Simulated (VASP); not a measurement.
# P in VASP: a series of runs

The runs below take P through single point, with PBE+D3(BJ).

Everything below comes from runs of VASP 6.6.1. Logs are shortened: lines on timing, memory, paths and dates and some standing lists are left out, and cuts for length are marked.

## Step 1: The cell of the first run

The cell holds a slab with vacuum, 2 atoms: a = 3.010 Å, b = 3.010 Å, c = 28.000 Å, α = 90.00°, β = 90.00°, γ = 120.00°.

## Step 2: Single point, PBE+D3(BJ)

Contents of INCAR:

```
ALGO     = Normal         # electronic algorithm
DIPOL    = 0.5 0.5 0.500
EDIFF    = 1E-7           # SCF threshold, eV
ENCUT    = 520            # plane-wave cutoff, eV
GGA      = PE             # functional
IDIPOL   = 3            
ISIF     = 2              # what is computed and relaxed
ISMEAR   = 0              # smearing method
IVDW     = 12             # dispersion correction
LASPH    = T              # aspherical terms in the spheres
LCHARG   = F              # write CHGCAR
LDIPOL   = T            
LREAL    = F              # projectors in reciprocal space
LWAVE    = F              # write WAVECAR
NBANDS   = 12             # bands
NELM     = 80             # most SCF steps
PREC     = Accurate       # precision mode
SIGMA    = 0.02           # smearing width, eV
```

Contents of KPOINTS:

```
k-points
0
Gamma
  9 9 1
```

Contents of POSCAR:

```
P
1.0
    3.0100000000      0.0000000000      0.0000000000
   -1.5050000000      2.6067364654      0.0000000000
    0.0000000000      0.0000000000     28.0000000000
P
2
Direct
    0.3333333333      0.6666666667      0.5238214286
    0.6666666667      0.3333333333      0.4761785714
```

Potentials or basis: VASP PAW PBE potentials, release 64 (P).

Launch:

```bash
$ cat potpaw_PBE.64/P/POTCAR > POTCAR
$ mpirun -np 1 vasp_std > vasp.out
```

OUTCAR:

```text
EDIFF = 1E-7
   ENCUT = 520
   GGA = PE
   ISIF = 2
   ISMEAR = 0
   IVDW = 12
   LASPH = T
   LREAL = F
   NELM = 80
   PREC = Accurate
 IVDW          = 12

 ion  position               nearest neighbor table
   1  0.333  0.667  0.524-   2 2.19   2 2.19   2 2.19
   2  0.667  0.333  0.476-   1 2.19   1 2.19   1 2.19

  LATTYP: Found a hexagonal cell.
 ALAT       =     3.0100000000
 C/A-ratio  =     9.3023255814

  Lattice vectors:

 A1 = (   3.0100000000,   0.0000000000,   0.0000000000)
 A2 = (  -1.5050000000,   2.6067364654,   0.0000000000)
 A3 = (   0.0000000000,   0.0000000000,  28.0000000000)

Analysis of symmetry for initial positions (statically):
=====================================================================
 Subroutine PRICEL returns:
 Original cell was already a primitive cell.

 Routine SETGRP: Setting up the symmetry group for a
 hexagonal supercell.

 Subroutine GETGRP returns: Found 12 space group operations
 (whereof 12 operations were pure point group operations)
 out of a pool of 24 trial point group operations.

The static configuration has the point symmetry D_3d.

Analysis of symmetry for dynamics (positions and initial velocities):
=====================================================================
 Subroutine PRICEL returns:
 Original cell was already a primitive cell.

 Routine SETGRP: Setting up the symmetry group for a
 hexagonal supercell.

 Subroutine GETGRP returns: Found 12 space group operations
 (whereof 12 operations were pure point group operations)
 out of a pool of 24 trial point group operations.

The dynamic configuration has the point symmetry D_3d.

 Subroutine INISYM returns: Found 12 space group operations
 (whereof 12 operations are pure point group operations),
 and found     1 'primitive' translations

----------------------------------------------------------------------------------------

                                     Primitive cell

  volume of cell :     219.6957

  direct lattice vectors                    reciprocal lattice vectors
     3.010000000  0.000000000  0.000000000     0.332225914  0.191810721  0.000000000
    -1.505000000  2.606736465  0.000000000     0.000000000  0.383621441  0.000000000
     0.000000000  0.000000000 28.000000000     0.000000000  0.000000000  0.035714286

  length of vectors
     3.010000000  3.010000000 28.000000000     0.383621441  0.383621441  0.035714286

  position of ions in fractional coordinates (direct lattice)
     0.333333333  0.666666667  0.523821429
     0.666666667  0.333333333  0.476178571

  ion indices of the primitive-cell ions
   primitive index   ion index
                 1           1
                 2           2

----------------------------------------------------------------------------------------

 KPOINTS: k-points

Automatic generation of k-mesh.
 Grid dimensions read from file:
 generate k-points for:    9    9    1

 Generating k-lattice:

  Cartesian coordinates                     Fractional coordinates (reciprocal lattice)
     0.036913990  0.021312302  0.000000000     0.111111111  0.000000000  0.000000000
     0.000000000  0.042624605  0.000000000     0.000000000  0.111111111  0.000000000
     0.000000000  0.000000000  0.035714286     0.000000000  0.000000000  1.000000000

  Length of vectors
     0.042624605  0.042624605  0.035714286

  Shift w.r.t. Gamma in fractional coordinates (k-lattice)
     0.000000000  0.000000000  0.000000000

 Subroutine IBZKPT returns following result:
 ===========================================

 Found     12 irreducible k-points:

 Following reciprocal coordinates:
            Coordinates               Weight
  0.000000  0.000000  0.000000      1.000000
  0.111111  0.000000  0.000000      6.000000
  0.222222  0.000000  0.000000      6.000000
  0.333333  0.000000  0.000000      6.000000
  0.444444  0.000000  0.000000      6.000000
  0.111111  0.111111  0.000000      6.000000
  0.222222  0.111111  0.000000     12.000000
  0.333333  0.111111  0.000000     12.000000
  0.444444  0.111111  0.000000      6.000000
  0.222222  0.222222  0.000000      6.000000
  0.333333  0.222222  0.000000     12.000000
  0.333333  0.333333  0.000000      2.000000
   k-points           NKPTS =     12   k-points in BZ     NKDIM =     12   number of bands    NBANDS=     12
   number of dos      NEDOS =    301   number of ions     NIONS =      2
   total plane-waves  NPLWV = 120960
   dimension x,y,z NGX =    24 NGY =   24 NGZ =  210
   dimension x,y,z NGXF=    48 NGYF=   48 NGZF=  420
   ions per type =               2
   NGX,Y,Z   is equivalent  to a cutoff of  13.26, 13.26, 12.47 a.u.
   NGXF,Y,Z  is equivalent  to a cutoff of  26.51, 26.51, 24.94 a.u.
 SYSTEM =  unknown system
   PREC   = accura    normal or accurate (medium, high low for compatibility)
   ISTART =      0    job   : 0-new  1-cont  2-samecut
   ICHARG =      2    charge: 1-file 2-atom 10-const
   ISPIN  =      1    spin polarized calculation?
   LNONCOLLINEAR =      F non collinear calculations
   LSORBIT =      F    spin-orbit coupling
   LASPH  =      T    aspherical Exc in radial PAW
   ENCUT  =  520.0 eV  38.22 Ry    6.18 a.u.   5.60  5.60 52.06*2*pi/ulx,y,z
   NELM   =     80;   NELMIN=  2; NELMDL= -5     # of ELM steps
   EDIFF  = 0.1E-06   stopping-criterion for ELM
   LREAL  =      F    real-space projection
   EDIFFG = 0.1E-05   stopping-criterion for IOM
   NSW    =      0    number of steps for IOM
   IBRION =     -1    ionic relax: 0-MD 1-quasi-New 2-CG
   NFREE  =      0    steps in history (QN), initial steepest desc. (CG)
   ISIF   =      2    stress and relaxation
   ISYM   =      2    0-nonsym 1-usesym 2-fastsym
   POTIM  = 0.5000    time-step for ionic-motion
   TEBEG  =    0.0;   TEEND  =   0.0 temperature during run
   PSTRESS=    0.0 pullay stress
   NELECT =      10.0000    total number of electrons
   NUPDOWN=      -1.0000    fix difference up-down
   EMIN   =  10.00;   EMAX   =-10.00  energy-range for DOS
   EFERMI =   0.00;   METHOD = LEGACY
   ISMEAR =     0;   SIGMA  =   0.02  broadening in eV -4-tet -1-fermi 0-gaus
   EFERMI_NEDOS =   21; number of points for ismear=-14 and -15
   IALGO  =     38    algorithm
   IMIX   =      4    mixing-type and parameters
     AMIX     =   0.40;   BMIX     =  1.00
     AMIX_MAG =   1.60;   BMIX_MAG =  1.00
  volume/ion in A,a.u.               =     109.85       741.29
  Fermi-wavevector in a.u.,A,eV,Ry     =   0.584522  1.104587  4.648650  0.341666
  Thomas-Fermi vector in A             =   1.630251
   LORBIT       =      0    0 simple, 1 ext, 2 COOP (PROOUT), +10 PAW based schemes
   GGA     = PE    functional components
   LHFCALC =     F    Hartree Fock is set to
   AEXX    =    0.0000 exact exchange contribution
   IVDW    =    12    specifies the selected vdW correction
   LEPSILON=     F    determine dielectric tensor
   LRPA    =     F    only Hartree local field effects (RPA)
 non-spin polarized calculation
 Gauss-broadening in eV      SIGMA  =   0.02
  energy-cutoff  :      520.00
  volume of cell :      219.70
 maximum number of plane-waves:      5989
 NGX is ok and might be reduce to    24
   NGX = 11   NGY = 11   NGZ =105

 dipolmoment           0.000000      0.000000      0.000000 electrons x Angstroem

 number of electron      10.0000001 magnetization

 dipolmoment           0.000000      0.000000     -0.000000 electrons x Angstroem

 Free energy of the ion-electron system (eV)
  ---------------------------------------------------
  ext. energy  EPLUGINS =         0.00000000
  ---------------------------------------------------
  free energy    TOTEN  =       -10.31291916 eV

  energy without entropy =      -10.31263885  energy(sigma->0) =      -10.31277900

 E-fermi :  -2.6489     XC(G=0):  -2.0301

 val. band max:       -2.6655254562   @ k =   0.3333   0.3333   0.0000
 cond. band min:      -2.6323695013   @ k =   0.0000   0.0000   0.0000
 fundamental gap:      0.0331559549
 Fermi energy:        -2.6489474267

 k-point     1 :       0.0000    0.0000    0.0000
  band No.  band energies     occupation
      1     -19.2646      2.00000
      2     -11.6008      2.00000
      3      -5.5625      2.00000
      4      -2.6324      0.24110
      5      -2.6324      0.24110
      6       0.7697      0.00000
      7       1.1992      0.00000
      8       1.1992      0.00000
      9       1.6273      0.00000
     10       2.0267      0.00000
     11       2.1984      0.00000
     12       2.6404      0.00000

 k-point     2 :       0.1111    0.0000    0.0000
  band No.  band energies     occupation
      1     -19.0198      2.00000
      2     -11.3793      2.00000
      3      -5.3765      2.00000
      4      -4.3825      2.00000
      5      -3.2398      2.00000
      6       0.6446      0.00000
      7       1.0375      0.00000
      8       1.8578      0.00000
      9       1.8789      0.00000
     10       2.2931      0.00000
     11       2.4734      0.00000
     12       3.1772      0.00000

 k-point     3 :       0.2222    0.0000    0.0000
  band No.  band energies     occupation
      1     -18.2920      2.00000
      2     -10.7682      2.00000
      3      -7.2366      2.00000
      4      -4.8852      2.00000
      5      -4.2504      2.00000
      6      -0.6761      0.00000
      7       1.7733      0.00000
      8       1.8438      0.00000
      9       2.4422      0.00000
     10       2.7986      0.00000
     11       3.1337      0.00000
     12       3.2873      0.00000
[... 106 lines left out ...]
 k-point    11 :       0.3333    0.2222    0.0000
  band No.  band energies     occupation
      1     -14.9447      2.00000
      2     -12.5590      2.00000
      3      -8.9895      2.00000
      4      -7.1324      2.00000
      5      -5.2966      2.00000
      6      -1.9001      0.00000
      7       0.3033      0.00000
      8       1.9509      0.00000
      9       4.3563      0.00000
     10       5.4392      0.00000
     11       5.9525      0.00000
     12       6.8856      0.00000

 k-point    12 :       0.3333    0.3333    0.0000
  band No.  band energies     occupation
      1     -13.5833      2.00000
      2     -13.5833      2.00000
      3      -9.9262      2.00000
      4      -6.0070      2.00000
      5      -6.0070      2.00000
      6      -2.6655      1.75890
      7       1.2670      0.00000
      8       1.2670      0.00000
      9       4.4196      0.00000
     10       7.4852      0.00000
     11       7.8602      0.00000
     12       7.8614      0.00000

------------------------ aborting loop because EDIFF is reached ----------------------------------------

 vacuum level on the upper side and lower side of the slab       (xc-potential included)        -0.011        -0.011

 Edisp (eV)   -0.49724

 E8    (eV) :    -0.2015

  FORCE on cell =-STRESS in cart. coord.  units (eV):
  Direction    XX          YY          ZZ          XY          YZ          ZX
  --------------------------------------------------------------------------------------
  -------------------------------------------------------------------------------------
  Total       3.77800     3.77800    -0.46534     0.00000     0.00000     0.00000
  in kB      27.55189    27.55189    -3.39361     0.00000     0.00000     0.00000
  external pressure =       17.24 kB  Pullay stress =        0.00 kB

 VOLUME and BASIS-vectors are now :
 -----------------------------------------------------------------------------
  energy-cutoff  :      520.00
  volume of cell :      219.70
      direct lattice vectors                 reciprocal lattice vectors
     3.010000000  0.000000000  0.000000000     0.332225914  0.191810721  0.000000000
    -1.505000000  2.606736465  0.000000000     0.000000000  0.383621441  0.000000000
     0.000000000  0.000000000 28.000000000     0.000000000  0.000000000  0.035714286

 POSITION                                       TOTAL-FORCE (eV/Angst)
 -----------------------------------------------------------------------------------
     -0.00000      1.73782     14.66700        -0.000000      0.000000     -0.342243
      1.50500      0.86891     13.33300         0.000000     -0.000000      0.342243
 -----------------------------------------------------------------------------------
    total drift:                               -0.000000     -0.000000     -0.000000

  FREE ENERGIE OF THE ION-ELECTRON SYSTEM (eV)
  ---------------------------------------------------
  free  energy   TOTEN  =       -10.8101567173 eV

  energy  without entropy=      -10.8098764090  energy(sigma->0) =      -10.81001656

 vacuum level on the upper side and lower side of the slab         1.883         1.883
```

Run time: 45 s. Hardware: 1 thread of Intel Xeon Platinum 8559C (Emerald Rapids), shared host; peak memory 0.33 GiB.

What came out:

```
Free energy                : -10.8102 eV
Largest force              : 0.342 eV/Å
Band gap on the k mesh     : zero (band 5 reaches -2.63 eV, above the bottom of band 6 at -2.67 eV)
Dispersion energy per atom : -0.249 eV
```

Forces on the atoms (eV/Å):
```
P    0.000  0.000 -0.342
P    0.000  0.000  0.342
```

Levels at points of the mesh, in eV from the Fermi level:
```tsv
k point	band 2	band 3	band 4	band 5	band 6	band 7	band 8	band 9
(0.00, 0.00, 0.00)	-8.95	-2.91	0.02	0.02	3.42	3.85	3.85	4.28
```

## Step 3: Single point, PBE+D3(BJ)

Contents of INCAR:

```
SYSTEM = P
PREC = Accurate
ENCUT = 520
EDIFF = 1E-7
ISMEAR = 0
SIGMA = 0.02
LREAL = .FALSE.
LASPH = .TRUE.
NELM = 60
ALGO = Normal
ISIF = 2
LWAVE = .FALSE.
LCHARG = .FALSE.
LDIPOL = .TRUE.
IDIPOL = 3
DIPOL = 0.5 0.5 0.500
GGA = PE
IVDW = 12
NBANDS = 12
```

Contents of KPOINTS:

```
Automatic mesh
0
G
  9 9 1
  0 0 0
```

Contents of POSCAR:

```
P
1.0
    3.0100000000      0.0000000000      0.0000000000
   -1.5050000000      2.6067364654      0.0000000000
    0.0000000000      0.0000000000     28.0000000000
P
2
Direct
    0.3333333333      0.6666666667      0.5333571429
    0.6666666667      0.3333333333      0.4666428571
```

Potentials or basis: VASP PAW PBE potentials, release 64 (P).

Launch:

```bash
$ cat potpaw_PBE.64/P/POTCAR > POTCAR
$ mpirun -np 1 vasp_std > vasp.out
```

OUTCAR:

```text
SYSTEM = P
   PREC = Accurate
   ENCUT = 520
   EDIFF = 1E-7
   ISMEAR = 0
   LREAL = .FALSE.
   LASPH = .TRUE.
   NELM = 60
   ISIF = 2
   GGA = PE
   IVDW = 12
 IVDW          = 12

 ion  position               nearest neighbor table
   1  0.333  0.667  0.533-   2 2.55   2 2.55   2 2.55
   2  0.667  0.333  0.467-   1 2.55   1 2.55   1 2.55

  LATTYP: Found a hexagonal cell.
 ALAT       =     3.0100000000
 C/A-ratio  =     9.3023255814

  Lattice vectors:

 A1 = (   3.0100000000,   0.0000000000,   0.0000000000)
 A2 = (  -1.5050000000,   2.6067364654,   0.0000000000)
 A3 = (   0.0000000000,   0.0000000000,  28.0000000000)

Analysis of symmetry for initial positions (statically):
=====================================================================
 Subroutine PRICEL returns:
 Original cell was already a primitive cell.

 Routine SETGRP: Setting up the symmetry group for a
 hexagonal supercell.

 Subroutine GETGRP returns: Found 12 space group operations
 (whereof 12 operations were pure point group operations)
 out of a pool of 24 trial point group operations.

[... 169 lines left out ...]
      7       1.5293      0.00000
      8       1.7564      0.00000
      9       1.7564      0.00000
     10       2.0023      0.00000
     11       2.0082      0.00000
     12       2.6706      0.00000
[... 151 lines left out ...]
 k-point    12 :       0.3333    0.3333    0.0000
  band No.  band energies     occupation
      1     -11.8069      2.00000
      2     -11.8069      2.00000
      3      -7.8424      2.00000
      4      -6.1720      2.00000
      5      -6.1720      2.00000
      6      -3.8553      2.00000
      7      -0.7691      0.00000
      8      -0.7691      0.00000
      9       3.8430      0.00000
     10       6.8760      0.00000
     11       6.8760      0.00000
     12       7.7723      0.00000

------------------------ aborting loop because EDIFF is reached ----------------------------------------

 vacuum level on the upper side and lower side of the slab       (xc-potential included)        -0.014        -0.014

 Edisp (eV)   -0.47285

 E8    (eV) :    -0.1910

  FORCE on cell =-STRESS in cart. coord.  units (eV):
  Direction    XX          YY          ZZ          XY          YZ          ZX
  --------------------------------------------------------------------------------------
  -------------------------------------------------------------------------------------
  Total      -2.65004    -2.65004    -3.43289     0.00000     0.00000     0.00000
  in kB     -19.32600   -19.32600   -25.03507     0.00000     0.00000     0.00000
  external pressure =      -21.23 kB  Pullay stress =        0.00 kB

 VOLUME and BASIS-vectors are now :
 -----------------------------------------------------------------------------
  energy-cutoff  :      520.00
  volume of cell :      219.70
      direct lattice vectors                 reciprocal lattice vectors
     3.010000000  0.000000000  0.000000000     0.332225914  0.191810721  0.000000000
    -1.505000000  2.606736465  0.000000000     0.000000000  0.383621441  0.000000000
     0.000000000  0.000000000 28.000000000     0.000000000  0.000000000  0.035714286

 POSITION                                       TOTAL-FORCE (eV/Angst)
 -----------------------------------------------------------------------------------
     -0.00000      1.73782     14.93400         0.000000      0.000000     -1.833587
      1.50500      0.86891     13.06600        -0.000000     -0.000000      1.833587
 -----------------------------------------------------------------------------------
    total drift:                               -0.000000      0.000000     -0.000000

  FREE ENERGIE OF THE ION-ELECTRON SYSTEM (eV)
  ---------------------------------------------------
  free  energy   TOTEN  =        -9.5321320095 eV

  energy  without entropy=       -9.5304592845  energy(sigma->0) =       -9.53129565

 vacuum level on the upper side and lower side of the slab         1.874         1.874
```

stdout:

```text
POSCAR found type information on POSCAR P
 POSCAR found :  1 types and       2 ions
 scaLAPACK will be used
 LDA part: xc-table for (Slater+PW92), standard interpolation
 POSCAR, INCAR and KPOINTS ok, starting setup
 FFT: planning ... GRIDC
 FFT: planning ... GRID_SOFT
 FFT: planning ... GRID
 WAVECAR not read
 entering main loop
```

Wall time 41 s (1 thread of Intel Xeon Platinum 8559C (Emerald Rapids), shared host); peak memory 0.33 GiB.

What came out:

```yaml
Free_energy: -9.5321 eV
Largest_force: 1.834 eV/Å
Band_gap_on_the_k_mesh: zero (band 5 reaches -0.27 eV, above the bottom of band 6 at -3.86 eV)
Dispersion_energy_per_atom: -0.236 eV
```

Forces on the atoms (eV/Å):
```
P    0.000  0.000 -1.834
P    0.000  0.000  1.834
```
